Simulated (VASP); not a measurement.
A run of VASP 6.6.1 is set up as follows.

The input POSCAR:

```
Ag2O
1.0
    4.6728894754      0.0000000000      0.0000000000
    0.0000000000      4.6728894754      0.0000000000
    0.0000000000      0.0000000000      4.6728894754
Ag O
4 2
Direct
    0.7500000000      0.7500000000      0.7500000000
    0.7500000000      0.2500000000      0.2500000000
    0.2500000000      0.2500000000      0.7500000000
    0.2500000000      0.7500000000      0.2500000000
    0.0000000000      0.0000000000      0.0000000000
    0.5000000000      0.5000000000      0.5000000000
```

INCAR.step1

```
PREC     = Accurate       # precision mode
ENCUT    = 660            # plane-wave cutoff, eV
ISMEAR   = 0              # smearing method
SIGMA    = 0.05           # smearing width, eV
LREAL    = False          # projectors in reciprocal space
LASPH    = True           # aspherical terms in the spheres
NELM     = 120            # most SCF steps
NBANDS   = 37             # bands
GGA      = PE             # functional
ALGO     = Normal         # electronic algorithm
EDIFF    = 1E-5           # SCF threshold, eV
LWAVE    = True           # write WAVECAR
LCHARG   = False          # write CHGCAR
GGA_COMPAT= False
```

File INCAR.step2:

```
PREC     = Accurate       # precision mode
ENCUT    = 660            # plane-wave cutoff, eV
EDIFF    = 1E-6           # SCF threshold, eV
ISMEAR   = 0              # smearing method
SIGMA    = 0.05           # smearing width, eV
LREAL    = False          # projectors in reciprocal space
LASPH    = True           # aspherical terms in the spheres
NELM     = 120            # most SCF steps
ALGO     = Normal         # electronic algorithm
ISIF     = 2              # what is computed and relaxed
LWAVE    = False          # write WAVECAR
LCHARG   = False          # write CHGCAR
METAGGA  = R2SCAN         # meta-GGA
LMIXTAU  = True         
IVDW     = 13             # dispersion correction
NBANDS   = 37             # bands
VDW_S6   = 1.0          
VDW_S8   = 0.6018749    
VDW_A1   = 0.51559235   
VDW_A2   = 5.77342911   
ISTART   = 1            
GGA_COMPAT= False
```

The input KPOINTS:

```
regular mesh
0
Gamma
  6 6 6
```

Potentials or basis: VASP PAW PBE potentials, release 64 (Ag, O).

The run is started by

```bash
$ cat potpaw_PBE.64/Ag/POTCAR potpaw_PBE.64/O/POTCAR > POTCAR
$ cp INCAR.step1 INCAR
$ mpirun -np 1 vasp_std > vasp.out
$ cp INCAR.step2 INCAR
$ mpirun -np 1 vasp_std > vasp.out
```

Q: Predict the band gap on the k mesh.

A: 0.32 eV.

Q: What does it give for the pressure?

A: 3.6 GPa.

Caveat: the cell stands under pressure; semilocal functionals underestimate gaps, and a narrow one can read as zero; the PAW data sets were made with another functional, which shifts forces and pressure a little. A k mesh can miss the band edges.
